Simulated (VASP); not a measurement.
Write the native input for VASP 6.6.1 that does the following.

| Quantity | Value |
| --- | --- |
| Task | single point |
| Functional | PBEsol |
| Potentials or basis | VASP PAW PBE potentials, release 64 (K_sv, Cl) |
| Cutoff | 520 eV |
| k mesh | 6 × 6 × 6 |
| Occupations | fermi-dirac, width 0.05 eV |
| Spin | no spin polarisation |
| Dipole correction | no |
| Further INCAR settings | ALGO = Normal; EDIFF = 1e-07; NBANDS = 15 |

The structure of KCl lies in POSCAR:

```
KCl
1.0
    3.8391960000      0.0000000000      0.0000000000
    0.0000000000      3.8391960000      0.0000000000
    0.0000000000      0.0000000000      3.8391960000
K Cl
1 1
Direct
    0.0000000000      0.0000000000      0.0000000000
    0.5000000000      0.5000000000      0.5000000000
```

One way to write it, as run:

INCAR

```
ALGO = Normal
EDIFF = 1E-7
ENCUT = 520
GGA = PS
ISIF = 2
ISMEAR = -1
LASPH = T
LCHARG = T
LELF = T
LREAL = F
LVHAR = T
LWAVE = F
NBANDS = 15
NELM = 60
PREC = Accurate
SIGMA = 0.05
```

KPOINTS

```
k-points
0
Gamma
  6 6 6
```

Potentials or basis: VASP PAW PBE potentials, release 64 (K_sv, Cl).

Command:

```sh
$ cat potpaw_PBE.64/K_sv/POTCAR potpaw_PBE.64/Cl/POTCAR > POTCAR
$ mpirun -np 1 vasp_std > vasp.out
```

Results of the run:

```yaml
Pressure: -1.4 GPa
Band_gap_on_the_k_mesh: 4.62 eV, indirect (least direct gap 4.83 eV)
```

Caveat: the PAW data sets were made with another functional, which shifts forces and pressure a little.

It took 20 s on 1 thread of AMD EPYC 7R13 Processor (Zen 3), on a shared host, peak memory 0.14 GiB.
